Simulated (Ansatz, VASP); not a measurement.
**Two plane-wave programs on Re**

Contents of POSCAR:

```
Re
1.0
    0.0000000000      1.9750000000      1.9750000000
    1.9750000000      0.0000000000      1.9750000000
    1.9750000000      1.9750000000      0.0000000000
Re
1
Direct
    0.0000000000      0.0000000000      0.0000000000
```

Contents of INCAR.step1:

```
ALGO = Normal
EDIFF = 1E-4
ENCUT = 520
GGA = PE
ISMEAR = 0
LASPH = True
LCHARG = False
LREAL = False
LWAVE = True
NBANDS = 10
NELM = 100
PREC = Accurate
SIGMA = 0.1
```

File INCAR.step2:

```
ALGO = Normal
EDIFF = 1E-6
ENCUT = 520
ISIF = 2
ISMEAR = 0
ISTART = 1
LASPH = True
LCHARG = False
LMIXTAU = True
LREAL = False
LWAVE = False
METAGGA = R2SCAN
NBANDS = 10
NELM = 100
PREC = Accurate
SIGMA = 0.1
```

KPOINTS

```
k-points
0
Gamma
  18 18 18
```

Input for Ansatz:

```yaml
crystal:
  lattice:
    - [0.0, 1.975, 1.975]
    - [1.975, 0.0, 1.975]
    - [1.975, 1.975, 0.0]
  atoms:
    - { symbol: Re, position: [0.0, 0.0, 0.0] }
basis:
  ecutwfc: 500
kpoints:
  mp_grid: { grid: [18, 18, 18] }
hamiltonian:
  xc: r2scan
scf:
  occupations: { method: gaussian, width: 0.1 }
output:
  forces: true
  stress: true
  eigenvalues: true
  populations: true
```

Alike in both runs: task single point; functional r2SCAN; k mesh 18 × 18 × 18; occupations gaussian, width 0.1 eV; no spin polarisation.

|  | VASP | Ansatz |
| --- | --- | --- |
| version | VASP 6.6.1 | Ansatz 0.2.0 |
| potentials or method | VASP PAW PBE potentials, release 64 (Re), cutoff 520 eV | scalar-relativistic, plane waves, PAW |
| valence electrons in the cell | 7 | 15 |

VASP gave:

```
gap on the k mesh at the Fermi level (eV) : none
pressure (GPa)                            : -15.5
```

Problem. Which values does Ansatz return?

Solution. gap on the k mesh at the Fermi level (eV): none; pressure (GPa): -15.2.

VASP's potentials were made for PBE, not for r2SCAN. A gap of «none» marks a metal or a gap that the smearing closes. VASP's potentials hold 7 valence electrons a cell and Ansatz's 15, so a difference there can come from the potentials and not from the codes.

Neither program's run includes spin-orbit coupling.
